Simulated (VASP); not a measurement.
The system is H.

```
CELL_PARAMETERS angstrom
-1.69153 1.69153 2.05847
1.69153 -1.69153 2.05847
1.69153 1.69153 -2.05847
ATOMIC_POSITIONS crystal
H 0.90986 0.90986 0.00000
H 0.09014 0.09014 0.00000
```

| Quantity | Value |
| --- | --- |
| Program | VASP 6.6.1 |
| Task | relaxation of cell and atoms |
| Functional | LDA |
| Potentials or basis | VASP PAW LDA potentials, release 64 (H_h) |
| Cutoff | 1230 eV |
| k mesh | 8 × 8 × 8 |
| Occupations | gaussian, width 0.1 eV |
| Spin | no spin polarisation |

At the start: pressure 0.9 GPa; volume 11.78 Å³/atom.

Problem. How do energy, volume and symmetry change on relaxing?

Solution. Over 17 steps the energy falls by 22.1 meV/atom and the volume is 7.64 Å³/atom (-35.1 %); space group I4/mmm (No. 139, to 0.1 Å) before and after.

The path:
| step | energy change (eV) | largest force (eV/Å) | pressure (GPa) | volume (Å³) |
| --- | --- | --- | --- | --- |
| 1 | 0.0000 | 0.9773 | 0.94 | 23.56 |
| 2 | 0.0688 | 1.9200 | -4.46 | 23.79 |
| 3 | -0.0133 | 0.0233 | -0.77 | 23.62 |
| 4 | -0.0133 | 0.0054 | -0.72 | 23.62 |
| 5 | -0.0133 | 0.0225 | -0.69 | 23.62 |
| 6 | -0.0140 | 0.0239 | -0.69 | 23.47 |
| 7 | -0.0160 | 0.0290 | -0.68 | 23.03 |
| 8 | -0.0201 | 0.0417 | -0.66 | 22.16 |
| 9 | -0.0277 | 0.0770 | -0.57 | 20.50 |
| 10 | -0.0398 | 0.1876 | -0.05 | 17.42 |
| 11 | -0.0218 | 0.5645 | 4.08 | 12.21 |
| 12 | -0.0410 | 0.4127 | 0.84 | 16.02 |
| 13 | -0.0414 | 0.3837 | 0.78 | 15.97 |
| 14 | -0.0425 | 0.2986 | 0.62 | 15.82 |
| 15 | -0.0438 | 0.1336 | 0.30 | 15.53 |
| 16 | -0.0435 | 0.1761 | -0.32 | 14.95 |
| 17 | -0.0441 | 0.0030 | 0.04 | 15.29 |

Final structure:
```yaml
crystal:
  lattice:
    - [-1.44462, 1.44462, 1.83110]
    - [1.44462, -1.44462, 1.83110]
    - [1.44462, 1.44462, -1.83110]
  atoms:
    - { symbol: H, position: [0.89467, 0.89467, 0.00000] }
    - { symbol: H, position: [0.10533, 0.10533, 0.00000] }
```

Caveat: the volume moved by over 15 % at a fixed basis, so the end points are rough.
